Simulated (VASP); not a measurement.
# H (I4/mmm) in VASP: notebook

H is run at these levels: r2SCAN; tasks: single point.

All numbers are computed with VASP 6.6.1; they aren't measurements. Logs are shortened: lines on timing, memory, paths and dates and some standing lists are left out, and cuts for length are marked.

### Step 1. The cell of the first run

It takes space group I4/mmm (No. 139, tetragonal). The conventional cell has a = 3.637 Å, b = 3.637 Å, c = 4.117 Å, α = 90.00°, β = 90.00°, γ = 90.00°. H (site symmetry 4mm) has 1 H at 0.74 Å within 1.0 Å.

### Step 2. Single point, r2SCAN (strain +0.0750 x Voigt [1, 1, 0, 0, 0, 0])

POSCAR

```
H
1.0
   -1.8183995552      1.8183995552      2.0584739900
    1.8183995552     -1.8183995552      2.0584739900
    1.8183995552      1.8183995552     -2.0584739900
H
2
Direct
    0.9098622900      0.9098622900      0.0000000000
    0.0901377100      0.0901377100      0.0000000000
```

INCAR.step1

```
SYSTEM = H
ALGO = Normal
EDIFF = 1E-4
ENCUT = 520
GGA = PE
ISMEAR = 0
LASPH = .True.
LCHARG = .False.
LREAL = .False.
LWAVE = .True.
NBANDS = 8
NELM = 60
PREC = Accurate
SIGMA = 0.05
```

INCAR.step2

```
SYSTEM = H
ALGO = Normal
EDIFF = 1E-6
ENCUT = 520
ISIF = 2
ISMEAR = 0
ISTART = 1
LASPH = .True.
LCHARG = .False.
LMIXTAU = .True.
LREAL = .False.
LWAVE = .False.
METAGGA = R2SCAN
NBANDS = 8
NELM = 60
PREC = Accurate
SIGMA = 0.05
```

KPOINTS

```
k-points
0
Gamma
  10 10 10
  0 0 0
```

Potentials or basis: VASP PAW PBE potentials, release 64 (H).

Launch:

```
$ cat potpaw_PBE.64/H/POTCAR > POTCAR
$ cp INCAR.step1 INCAR
$ mpirun -np 1 vasp_std > vasp.out
$ cp INCAR.step2 INCAR
$ mpirun -np 1 vasp_std > vasp.out
```

OUTCAR:

```text
SYSTEM = H
   EDIFF = 1E-6
   ENCUT = 520
   ISIF = 2
   ISMEAR = 0
   ISTART = 1
   LASPH = .True.
   LREAL = .False.
   METAGGA = R2SCAN
   NELM = 60
   PREC = Accurate

 ion  position               nearest neighbor table
   1  0.910  0.910  0.000-   2 0.74
   2  0.090  0.090  0.000-   1 0.74

  LATTYP: Found a body centered tetragonal cell.
 ALAT       =     3.6367991104
 C/A-ratio  =     1.1320251284

  Lattice vectors:

 A1 = (  -1.8183995552,   1.8183995552,   2.0584739900)
 A2 = (   1.8183995552,  -1.8183995552,   2.0584739900)
 A3 = (   1.8183995552,   1.8183995552,  -2.0584739900)

Analysis of symmetry for initial positions (statically):
=====================================================================
 Subroutine PRICEL returns:
 Original cell was already a primitive cell.

 Routine SETGRP: Setting up the symmetry group for a
 body centered tetragonal supercell.

 Subroutine GETGRP returns: Found 16 space group operations
 (whereof 16 operations were pure point group operations)
 out of a pool of 16 trial point group operations.

The static configuration has the point symmetry D_4h.

Analysis of symmetry for dynamics (positions and initial velocities):
=====================================================================
 Subroutine PRICEL returns:
 Original cell was already a primitive cell.

 Routine SETGRP: Setting up the symmetry group for a
 body centered tetragonal supercell.

 Subroutine GETGRP returns: Found 16 space group operations
 (whereof 16 operations were pure point group operations)
 out of a pool of 16 trial point group operations.

The dynamic configuration has the point symmetry D_4h.

 Subroutine INISYM returns: Found 16 space group operations
 (whereof 16 operations are pure point group operations),
 and found     1 'primitive' translations

----------------------------------------------------------------------------------------

                                     Primitive cell

  volume of cell :      27.2260

  direct lattice vectors                    reciprocal lattice vectors
    -1.818399555  1.818399555  2.058473990     0.000000000  0.274967071  0.242898381
     1.818399555 -1.818399555  2.058473990     0.274967071  0.000000000  0.242898381
     1.818399555  1.818399555 -2.058473990     0.274967071  0.274967071  0.000000000

  length of vectors
     3.294005017  3.294005017  3.294005017     0.366887604  0.366887604  0.388862161

  position of ions in fractional coordinates (direct lattice)
     0.909862290  0.909862290  0.000000000
     0.090137710  0.090137710  0.000000000

  ion indices of the primitive-cell ions
   primitive index   ion index
                 1           1
                 2           2

----------------------------------------------------------------------------------------

 KPOINTS: k-points

Automatic generation of k-mesh.
 Grid dimensions read from file:
 generate k-points for:   10   10   10

 Generating k-lattice:

  Cartesian coordinates                     Fractional coordinates (reciprocal lattice)
     0.000000000  0.027496707  0.024289838     0.100000000  0.000000000  0.000000000
     0.027496707  0.000000000  0.024289838     0.000000000  0.100000000  0.000000000
     0.027496707  0.027496707  0.000000000     0.000000000  0.000000000  0.100000000

  Length of vectors
     0.036688760  0.036688760  0.038886216

  Shift w.r.t. Gamma in fractional coordinates (k-lattice)
     0.000000000  0.000000000  0.000000000

 Subroutine IBZKPT returns following result:
 ===========================================

 Found    102 irreducible k-points:

 Following reciprocal coordinates:
            Coordinates               Weight
  0.000000  0.000000  0.000000      1.000000
  0.100000  0.000000  0.000000      8.000000
  0.200000  0.000000  0.000000      8.000000
  0.300000  0.000000 -0.000000      8.000000
  0.400000  0.000000 -0.000000      8.000000
  0.500000  0.000000 -0.000000      4.000000
[... 16 lines left out ...]
  0.300000  0.300000 -0.000000      8.000000
  0.400000  0.300000 -0.000000     16.000000
 [... further k-points ...]
   k-points           NKPTS =    102   k-points in BZ     NKDIM =    102   number of bands    NBANDS=      8
   number of dos      NEDOS =    301   number of ions     NIONS =      2
   total plane-waves  NPLWV =  13824
   dimension x,y,z NGX =    24 NGY =   24 NGZ =   24
   dimension x,y,z NGXF=    48 NGYF=   48 NGZF=   48
   ions per type =               2
   NGX,Y,Z   is equivalent  to a cutoff of  12.11, 12.11, 12.11 a.u.
   NGXF,Y,Z  is equivalent  to a cutoff of  24.23, 24.23, 24.23 a.u.
 SYSTEM =  H
   PREC   = accura    normal or accurate (medium, high low for compatibility)
   ISTART =      1    job   : 0-new  1-cont  2-samecut
   ICHARG =      0    charge: 1-file 2-atom 10-const
   ISPIN  =      1    spin polarized calculation?
   LNONCOLLINEAR =      F non collinear calculations
   LSORBIT =      F    spin-orbit coupling
   LASPH  =      T    aspherical Exc in radial PAW
   ENCUT  =  520.0 eV  38.22 Ry    6.18 a.u.   6.12  6.12  6.12*2*pi/ulx,y,z
   NELM   =     60;   NELMIN=  2; NELMDL=  0     # of ELM steps
   EDIFF  = 0.1E-05   stopping-criterion for ELM
   LREAL  =      F    real-space projection
   EDIFFG = 0.1E-04   stopping-criterion for IOM
   NSW    =      0    number of steps for IOM
   IBRION =     -1    ionic relax: 0-MD 1-quasi-New 2-CG
   NFREE  =      0    steps in history (QN), initial steepest desc. (CG)
   ISIF   =      2    stress and relaxation
   ISYM   =      2    0-nonsym 1-usesym 2-fastsym
   POTIM  = 0.5000    time-step for ionic-motion
   TEBEG  =    0.0;   TEEND  =   0.0 temperature during run
   PSTRESS=    0.0 pullay stress
   NELECT =       2.0000    total number of electrons
   NUPDOWN=      -1.0000    fix difference up-down
   EMIN   =  10.00;   EMAX   =-10.00  energy-range for DOS
   EFERMI =   0.00;   METHOD = LEGACY
   ISMEAR =     0;   SIGMA  =   0.05  broadening in eV -4-tet -1-fermi 0-gaus
   EFERMI_NEDOS =   21; number of points for ismear=-14 and -15
   IALGO  =     38    algorithm
   IMIX   =      4    mixing-type and parameters
     AMIX     =   0.40;   BMIX     =  1.00
     AMIX_MAG =   1.60;   BMIX_MAG =  1.00
  volume/ion in A,a.u.               =      13.61        91.87
  Fermi-wavevector in a.u.,A,eV,Ry     =   0.685631  1.295654  6.395953  0.470089
  Thomas-Fermi vector in A             =   1.765627
   LORBIT       =      0    0 simple, 1 ext, 2 COOP (PROOUT), +10 PAW based schemes
   METAGGA = R2SCAN    functional components
   LHFCALC =     F    Hartree Fock is set to
   AEXX    =    0.0000 exact exchange contribution
   IVDW    =     0    specifies the selected vdW correction
   LEPSILON=     F    determine dielectric tensor
   LRPA    =     F    only Hartree local field effects (RPA)
 non-spin polarized calculation
 Gauss-broadening in eV      SIGMA  =   0.05
  energy-cutoff  :      520.00
  volume of cell :       27.23
 maximum number of plane-waves:       750
   NGX = 13   NGY = 13   NGZ = 13

 number of electron       1.9999998 magnetization

 Free energy of the ion-electron system (eV)
  ---------------------------------------------------
  ext. energy  EPLUGINS =         0.00000000
  ---------------------------------------------------
  free energy    TOTEN  =        -6.90454413 eV

  energy without entropy =       -6.90454413  energy(sigma->0) =       -6.90454413

 E-fermi :  -8.7382     XC(G=0):  -4.8949

 val. band max:       -8.9812761392   @ k =   0.5000   0.5000   0.5000
 cond. band min:       0.9308429840   @ k =   0.5000   0.0000  -0.0000
 fundamental gap:      9.9121191232
 Fermi energy:        -8.7382426917

 k-point     1 :       0.0000    0.0000    0.0000
  band No.  band energies     occupation
      1     -10.8572      2.00000
      2       4.9330      0.00000
      3       8.2298      0.00000
      4      14.3797      0.00000
      5      14.3797      0.00000
      6      17.3724      0.00000
      7      17.3725      0.00000
      8      18.5610      0.00000

 k-point     2 :       0.1000    0.0000    0.0000
  band No.  band energies     occupation
      1     -10.7583      2.00000
      2       4.4119      0.00000
      3       8.5088      0.00000
      4      13.5571      0.00000
      5      13.7100      0.00000
      6      16.8222      0.00000
      7      17.3752      0.00000
      8      18.1676      0.00000

 k-point     3 :       0.2000    0.0000    0.0000
  band No.  band energies     occupation
      1     -10.4842      2.00000
      2       3.3080      0.00000
      3       8.8924      0.00000
      4      11.8200      0.00000
      5      12.6559      0.00000
      6      16.1760      0.00000
      7      16.5981      0.00000
      8      17.9820      0.00000

 k-point     4 :       0.3000    0.0000   -0.0000
  band No.  band energies     occupation
      1     -10.1104      2.00000
      2       2.1474      0.00000
      3       8.9066      0.00000
      4      10.5313      0.00000
      5      11.8116      0.00000
      6      15.0992      0.00000
      7      16.4631      0.00000
      8      19.0691      0.00000

 k-point     5 :       0.4000    0.0000   -0.0000
  band No.  band energies     occupation
      1      -9.7718      2.00000
      2       1.2647      0.00000
      3       8.5411      0.00000
      4      10.0308      0.00000
      5      11.2891      0.00000
      6      14.4294      0.00000
      7      16.8620      0.00000
      8      19.3773      0.00000
[... 177 lines left out ...]
 k-point    22 :      -0.2000    0.2000    0.0000
  band No.  band energies     occupation
      1     -10.4522      2.00000
      2       3.9861      0.00000
      3       7.1614      0.00000
      4      12.2450      0.00000
      5      12.6694      0.00000
      6      14.2640      0.00000
      7      16.8061      0.00000
      8      19.4454      0.00000

 k-point    23 :       0.3000    0.3000   -0.0000
  band No.  band energies     occupation
      1      -9.4800      2.00000
      2       1.8130      0.00000
      3       4.8117      0.00000
      4       9.0688      0.00000
      5      12.0506      0.00000
      6      16.3150      0.00000
      7      18.8817      0.00000
      8      19.9179      0.00000

 k-point    24 :       0.4000    0.3000   -0.0000
  band No.  band energies     occupation
      1      -9.4540      2.00000
      2       2.3640      0.00000
      3       4.1092      0.00000
      4       8.9805      0.00000
      5      11.1148      0.00000
      6      16.6482      0.00000
      7      19.8146      0.00000
      8      20.5822      0.00000

 [... further k-points ...]
[... 5 lines left out ...]
  --------------------------------------------------------------------------------------
  -------------------------------------------------------------------------------------
  Total       -0.0181744     -0.0181744     -0.0202280      0.0000000      0.0000000      0.0000000
  in kB       -1.0695148     -1.0695148     -1.1903634      0.0000000      0.0000000      0.0000000
  external PRESSURE =      -1.1097977 kB  Pullay stress =       0.0000000 kB

 VOLUME and BASIS-vectors are now :
 -----------------------------------------------------------------------------
  energy-cutoff  :      520.00
  volume of cell :       27.23
      direct lattice vectors                 reciprocal lattice vectors
    -1.818399555  1.818399555  2.058473990     0.000000000  0.274967071  0.242898381
     1.818399555 -1.818399555  2.058473990     0.274967071  0.000000000  0.242898381
     1.818399555  1.818399555 -2.058473990     0.274967071  0.274967071  0.000000000

 POSITION                                       TOTAL-FORCE (eV/Angst)
 -----------------------------------------------------------------------------------
      0.00000      0.00000      3.74586         0.000000      0.000000      0.004507
      0.00000      0.00000      0.37109        -0.000000     -0.000000     -0.004507
 -----------------------------------------------------------------------------------
    total drift:                               -0.000000      0.000000      0.000000

  FREE ENERGIE OF THE ION-ELECTRON SYSTEM (eV)
  ---------------------------------------------------
  free  energy   TOTEN  =        -6.9045441327 eV

  energy  without entropy=       -6.9045441327  energy(sigma->0) =       -6.90454413
```

Wall time 30 s (1 thread of Intel Xeon Platinum 8488C (Sapphire Rapids), shared host); peak memory 0.14 GiB.

Results:

```
Free energy            : -6.9045 eV
Pressure               : -0.1 GPa
Largest force          : 0.005 eV/Å
Band gap on the k mesh : 9.91 eV, indirect (least direct gap 10.56 eV)
```

Forces on the atoms (eV/Å):
```
H    0.000  0.000  0.005
H    0.000  0.000 -0.005
```

Levels at points of the mesh, in eV from the valence-band top:
| k point | band 1 | band 2 | band 3 | band 4 |
| --- | --- | --- | --- | --- |
| (0.00, 0.00, 0.00) | -1.88 | 13.91 | 17.21 | 23.36 |
| (0.50, 0.00, 0.00) | -0.65 | 9.91 | 17.32 | 18.91 |
| (0.50, 0.50, 0.00) | -0.56 | 11.42 | 14.76 | 16.92 |
| (0.50, 0.50, 0.50) | 0.00 | 11.58 | 16.21 | 16.21 |

Caveat: the cell differs from its parent crystal (strain +0.0750 x Voigt [1, 1, 0, 0, 0, 0]); the PAW data sets were made with another functional, which shifts forces and pressure a little.

(Continued in part 2 of 2.)
